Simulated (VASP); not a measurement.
# SnTe (Fm-3m) in VASP: single point with PBEsol

Aim: the single point of SnTe with PBEsol.

Program: VASP 6.6.1. These are calculated values, not measurements. Logs are shortened: lines on timing, memory, paths and dates and some standing lists are left out, and cuts for length are marked.

## (1) The cell of the first run

The structure is cubic, space group Fm-3m (No. 225). Conventional cell: a = 6.302 Å, b = 6.302 Å, c = 6.302 Å, α = 90.00°, β = 90.00°, γ = 90.00°. Within 4.1 Å of Sn (site symmetry m-3m) lie 6 Te at 3.15 Å. Te (site symmetry m-3m) has 6 Sn at 3.15 Å within 4.1 Å.

## (2) Single point, PBEsol

The input, INCAR:

```
PREC     = Accurate       # precision mode
ENCUT    = 500            # plane-wave cutoff, eV
EDIFF    = 1E-6           # SCF threshold, eV
ISMEAR   = 0              # smearing method
SIGMA    = 0.05           # smearing width, eV
LREAL    = F              # projectors in reciprocal space
LASPH    = T              # aspherical terms in the spheres
NELM     = 120            # most SCF steps
ALGO     = Normal         # electronic algorithm
ISIF     = 2              # what is computed and relaxed
LWAVE    = F              # write WAVECAR
LCHARG   = F              # write CHGCAR
GGA      = PS             # functional
NBANDS   = 94             # bands
GGA_COMPAT= F
```

The input, KPOINTS:

```
Automatic mesh
0
Gamma
  2 2 2
```

The input, POSCAR:

```
SnTe
1.0
    0.0000000000      6.3017000000      6.3017000000
    6.3017000000      0.0000000000      6.3017000000
    6.3017000000      6.3017000000      0.0000000000
Sn Te
8 8
Direct
    0.0000000000      0.0000000000      0.0000000000
    0.0000000000      0.0000000000      0.5000000000
    0.0000000000      0.5000000000      0.0000000000
    0.0000000000      0.5000000000      0.5000000000
    0.5000000000      0.0000000000      0.0000000000
    0.5000000000      0.0000000000      0.5000000000
    0.5000000000      0.5000000000      0.0000000000
    0.5000000000      0.5000000000      0.5000000000
    0.2500000000      0.2500000000      0.2500000000
    0.2500000000      0.2500000000      0.7500000000
    0.2500000000      0.7500000000      0.2500000000
    0.2500000000      0.7500000000      0.7500000000
    0.7500000000      0.2500000000      0.2500000000
    0.7500000000      0.2500000000      0.7500000000
    0.7500000000      0.7500000000      0.2500000000
    0.7500000000      0.7500000000      0.7500000000
```

Potentials or basis: VASP PAW PBE potentials, release 64 (Sn_d, Te).

Started as:

```console
$ cat potpaw_PBE.64/Sn_d/POTCAR potpaw_PBE.64/Te/POTCAR > POTCAR
$ mpirun -np 1 vasp_std > vasp.out
```

OUTCAR:

```text
PREC = Accurate
   ENCUT = 500
   EDIFF = 1E-6
   ISMEAR = 0
   LREAL = F
   LASPH = T
   NELM = 120
   ISIF = 2
   GGA = PS

 ion  position               nearest neighbor table
   1  0.000  0.000  0.000-  10 3.15  11 3.15  12 3.15  13 3.15  14 3.15  15 3.15
   2  0.000  0.000  0.500-   9 3.15  11 3.15  12 3.15  13 3.15  14 3.15  16 3.15
   3  0.000  0.500  0.000-   9 3.15  10 3.15  12 3.15  13 3.15  15 3.15  16 3.15
   4  0.000  0.500  0.500-   9 3.15  10 3.15  11 3.15  14 3.15  15 3.15  16 3.15
   5  0.500  0.000  0.000-   9 3.15  10 3.15  11 3.15  14 3.15  15 3.15  16 3.15
   6  0.500  0.000  0.500-   9 3.15  10 3.15  12 3.15  13 3.15  15 3.15  16 3.15
[... 8 lines left out ...]
  15  0.750  0.750  0.250-   1 3.15   3 3.15   4 3.15   5 3.15   6 3.15   8 3.15
  16  0.750  0.750  0.750-   2 3.15   3 3.15   4 3.15   5 3.15   6 3.15   7 3.15
[... 6 lines left out ...]
 A1 = (   0.0000000000,   6.3017000000,   6.3017000000)
 A2 = (   6.3017000000,   0.0000000000,   6.3017000000)
 A3 = (   6.3017000000,   6.3017000000,   0.0000000000)

Analysis of symmetry for initial positions (statically):
=====================================================================
 Subroutine PRICEL returns following result:

  LATTYP: Found a face centered cubic cell.
 ALAT       =     6.3017000000

  Lattice vectors:

 A1 = (   0.0000000000,   3.1508500000,   3.1508500000)
 A2 = (   3.1508500000,   0.0000000000,   3.1508500000)
 A3 = (   3.1508500000,   3.1508500000,   0.0000000000)

   8 primitive cells build up your supercell.

 Routine SETGRP: Setting up the symmetry group for a
 face centered cubic supercell.

 Subroutine GETGRP returns: Found 48 space group operations
 (whereof 48 operations were pure point group operations)
 out of a pool of 48 trial point group operations.

The static configuration has the point symmetry O_h .

Analysis of symmetry for dynamics (positions and initial velocities):
=====================================================================
 Subroutine PRICEL returns following result:

  LATTYP: Found a face centered cubic cell.
 ALAT       =     6.3017000000

  Lattice vectors:

 A1 = (   0.0000000000,   3.1508500000,   3.1508500000)
 A2 = (   3.1508500000,   0.0000000000,   3.1508500000)
 A3 = (   3.1508500000,   3.1508500000,   0.0000000000)

   8 primitive cells build up your supercell.

 Routine SETGRP: Setting up the symmetry group for a
 face centered cubic supercell.

 Subroutine GETGRP returns: Found 48 space group operations
 (whereof 48 operations were pure point group operations)
[... 86 lines left out ...]
   ISIF   =      2    stress and relaxation
   ISYM   =      2    0-nonsym 1-usesym 2-fastsym
   POTIM  = 0.5000    time-step for ionic-motion
   TEBEG  =    0.0;   TEEND  =   0.0 temperature during run
   PSTRESS=    0.0 pullay stress
   NELECT =     160.0000    total number of electrons
   NUPDOWN=      -1.0000    fix difference up-down
   EMIN   =  10.00;   EMAX   =-10.00  energy-range for DOS
   EFERMI =   0.00;   METHOD = LEGACY
   ISMEAR =     0;   SIGMA  =   0.05  broadening in eV -4-tet -1-fermi 0-gaus
   EFERMI_NEDOS =   21; number of points for ismear=-14 and -15
   IALGO  =     38    algorithm
   IMIX   =      4    mixing-type and parameters
     AMIX     =   0.40;   BMIX     =  1.00
     AMIX_MAG =   1.60;   BMIX_MAG =  1.00
  volume/ion in A,a.u.               =      31.28       211.10
  Fermi-wavevector in a.u.,A,eV,Ry     =   1.119387  2.115336 17.048485  1.253028
  Thomas-Fermi vector in A             =   2.256026
   LORBIT       =      0    0 simple, 1 ext, 2 COOP (PROOUT), +10 PAW based schemes
   GGA     = PS    functional components
   LHFCALC =     F    Hartree Fock is set to
   AEXX    =    0.0000 exact exchange contribution
   IVDW    =     0    specifies the selected vdW correction
   LEPSILON=     F    determine dielectric tensor
   LRPA    =     F    only Hartree local field effects (RPA)
 non-spin polarized calculation
 Gauss-broadening in eV      SIGMA  =   0.05
  energy-cutoff  :      500.00
  volume of cell :      500.50
 maximum number of plane-waves:     12716
 NGX is ok and might be reduce to    70
   NGX = 33   NGY = 33   NGZ = 33

 number of electron     160.0000019 magnetization

 Free energy of the ion-electron system (eV)
  ---------------------------------------------------
  ext. energy  EPLUGINS =         0.00000000
  ---------------------------------------------------
  free energy    TOTEN  =       -66.76781578 eV

  energy without entropy =      -66.76344519  energy(sigma->0) =      -66.76563048

 E-fermi :   6.8002     XC(G=0):  -9.6707

 val. band max:        6.7318917871   @ k =   0.0000   0.0000   0.0000
 cond. band min:       6.8684478735   @ k =   0.0000   0.0000   0.0000
 fundamental gap:      0.1365560864
 Fermi energy:         6.8001698004

 k-point     1 :       0.0000    0.0000    0.0000
  band No.  band energies     occupation
      1     -15.0541      2.00000
      2     -15.0541      2.00000
      3     -15.0541      2.00000
      4     -15.0413      2.00000
      5     -15.0413      2.00000
      6     -15.0413      2.00000
[... 274 lines left out ...]
     91       8.7980      0.00000
     92       8.7980      0.00000
 [bands above 92 left out]

------------------------ aborting loop because EDIFF is reached ----------------------------------------

  FORCE on cell =-STRESS in cart. coord.  units (eV):
  Direction    XX          YY          ZZ          XY          YZ          ZX
  --------------------------------------------------------------------------------------
  -------------------------------------------------------------------------------------
  Total       -3.2003573     -3.2003573     -3.2003573      0.0000000     -0.0000000      0.0000000
  in kB      -10.2448566    -10.2448566    -10.2448566      0.0000000     -0.0000000      0.0000000
  external PRESSURE =     -10.2448566 kB  Pullay stress =       0.0000000 kB

 VOLUME and BASIS-vectors are now :
 -----------------------------------------------------------------------------
  energy-cutoff  :      500.00
  volume of cell :      500.50
      direct lattice vectors                 reciprocal lattice vectors
     0.000000000  6.301700000  6.301700000    -0.079343669  0.079343669  0.079343669
     6.301700000  0.000000000  6.301700000     0.079343669 -0.079343669  0.079343669
     6.301700000  6.301700000  0.000000000     0.079343669  0.079343669 -0.079343669

 POSITION                                       TOTAL-FORCE (eV/Angst)
 -----------------------------------------------------------------------------------
      0.00000      0.00000      0.00000        -0.000000      0.000000      0.000000
      3.15085      3.15085      0.00000         0.000000     -0.000000     -0.000000
      3.15085      0.00000      3.15085         0.000000     -0.000000      0.000000
      6.30170      3.15085      3.15085        -0.000000     -0.000000      0.000000
      0.00000      3.15085      3.15085         0.000000     -0.000000     -0.000000
      3.15085      6.30170      3.15085        -0.000000     -0.000000     -0.000000
[... 8 lines left out ...]
      6.30170      6.30170      9.45255         0.000000      0.000000      0.000000
      9.45255      9.45255      9.45255        -0.000000      0.000000      0.000000
 -----------------------------------------------------------------------------------
    total drift:                               -0.000000      0.000000     -0.000000

  FREE ENERGIE OF THE ION-ELECTRON SYSTEM (eV)
  ---------------------------------------------------
  free  energy   TOTEN  =       -66.7678157798 eV

  energy  without entropy=      -66.7634451857  energy(sigma->0) =      -66.76563048
```

Run time: 4.1 min. Hardware: 1 thread of Intel Xeon Platinum 8259CL at 2.50GHz (Skylake/Cascade Lake), shared host; peak memory 0.72 GiB.

Results:

```
Free energy            : -66.7678 eV
Pressure               : -1.0 GPa
Band gap on the k mesh : 0.14 eV
```

Caveat: the k points lie up to 0.43 Å⁻¹ apart; semilocal functionals underestimate gaps, and a narrow one can read as zero; the PAW data sets were made with another functional, which shifts forces and pressure a little; spin-orbit coupling is left out, which moves the levels of the heavy elements.
